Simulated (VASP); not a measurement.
Write the native input for VASP 6.6.1 that does the following.

| Item | Value |
| --- | --- |
| Task | electric field gradients |
| Functional | LDA |
| Potentials or basis | VASP PAW LDA potentials, release 64 (Ta_pv, S) |
| Cutoff | 400 eV |
| k mesh | 9 × 9 × 5 |
| Occupations | fermi-dirac, width 0.03 eV |
| Spin | no spin polarisation |
| Dipole correction | no |
| Further INCAR settings | ALGO = Normal; EDIFF = 1e-08; NBANDS = 18 |

The structure of TaS2 lies in POSCAR:

```
TaS2
1.0
    3.4157051173      0.0000000000      0.0000000000
   -1.7078525586      2.9580874034      0.0000000000
    0.0000000000      0.0000000000      5.9749311394
Ta S
1 2
Direct
    0.0000000000      0.0000000000      0.0000000000
    0.3333333333      0.6666666667      0.2500000000
    0.6666666667      0.3333333333      0.7500000000
```

This cell differs from its parent crystal: volume scaled by 1.06.

These files were run (other wordings do the same):

INCAR

```
SYSTEM = TaS2
PREC = Accurate
ENCUT = 400
EDIFF = 1E-8
ISMEAR = -1
SIGMA = 0.03
LREAL = .FALSE.
LASPH = .TRUE.
NELM = 120
ALGO = Normal
ISIF = 2
LWAVE = .FALSE.
LCHARG = .FALSE.
GGA = CA
LEFG = .TRUE.
NBANDS = 18
GGA_COMPAT = .FALSE.
```

KPOINTS

```
regular mesh
0
G
  9 9 5
  0 0 0
```

Potentials or basis: VASP PAW LDA potentials, release 64 (Ta_pv, S).

Launch:

```bash
$ cat potpaw_LDA.64/Ta_pv/POTCAR potpaw_LDA.64/S/POTCAR > POTCAR
$ mpirun -np 1 vasp_std > vasp.out
```

Results of the run:

- Pressure: -5.8 GPa
- Largest force: 0.091 eV/Å

Caveat: without QUAD_EFG the Cq values of the log hold for a quadrupole moment of 1 mb, not for the nuclei.

It took 45 s on 1 thread of AMD EPYC 7R43 64-Core Processor (Zen 3) (shared host), peak memory 0.12 GiB.
